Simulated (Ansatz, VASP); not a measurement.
**SnSe2: VASP beside Ansatz**

Contents of INCAR:

```
PREC = Accurate
ENCUT = 500
EDIFF = 1E-6
ISMEAR = 0
SIGMA = 0.03
LREAL = F
LASPH = T
NELM = 120
ALGO = Normal
ISIF = 2
LWAVE = F
LCHARG = F
GGA = PE
IVDW = 12
NBANDS = 20
GGA_COMPAT = F
```

Contents of KPOINTS:

```
Automatic mesh
0
Gamma
  12 12 6
```

The input POSCAR:

```
SnSe2
1.0
    3.7440000000      0.0000000000      0.0000000000
   -1.8720000000      3.2423991118      0.0000000000
    0.0000000000      0.0000000000      4.7118000000
Sn Se
1 2
Direct
    0.0000000000      0.0000000000      0.0000000000
    0.3333333333      0.6666666667      0.2651331237
    0.6666666667      0.3333333333      0.7348668763
```

Input for Ansatz:

```yaml
crystal:
  lattice:
    - [3.744, 0.0, 0.0]
    - [-1.872, 3.2423991118, 0.0]
    - [0.0, 0.0, 4.7118]
  atoms:
    - { symbol: Sn, position: [0.0, 0.0, 0.0] }
    - { symbol: Se, position: [0.3333333333, 0.6666666667, 0.2651331237] }
    - { symbol: Se, position: [0.6666666667, 0.3333333333, 0.7348668763] }
basis:
  ecutwfc: 420
kpoints:
  mp_grid: { grid: [12, 12, 6] }
hamiltonian:
  xc: pbe
  dispersion: d3bj
scf:
  occupations: { method: gaussian, width: 0.03 }
output:
  forces: true
  stress: true
  eigenvalues: true
```

Alike in both runs: task single point; functional PBE; dispersion D3(BJ); k mesh 12 × 12 × 6; occupations gaussian, width 0.03 eV; no spin polarisation.

|  | VASP | Ansatz |
| --- | --- | --- |
| version | VASP 6.6.1 | Ansatz 0.2.0 |
| potentials or method | VASP PAW PBE potentials, release 64 (Sn_d, Se), cutoff 500 eV | scalar-relativistic, plane waves, PAW |
| valence electrons in the cell | 26 | 46 |

|  | VASP | Ansatz | Ansatz less VASP |
| --- | --- | --- | --- |
| gap on the k mesh at the Fermi level (eV) | none | none | - |
| rms of the force components (eV/Å) | 1.762 | 1.749 | -0.0129 |

Atom by atom the forces differ by 0.013 eV/Å (rms over components). A gap of «none» marks a metal or a gap that the smearing closes. VASP's potentials hold 26 valence electrons a cell and Ansatz's 46, so a difference there can come from the potentials and not from the codes.
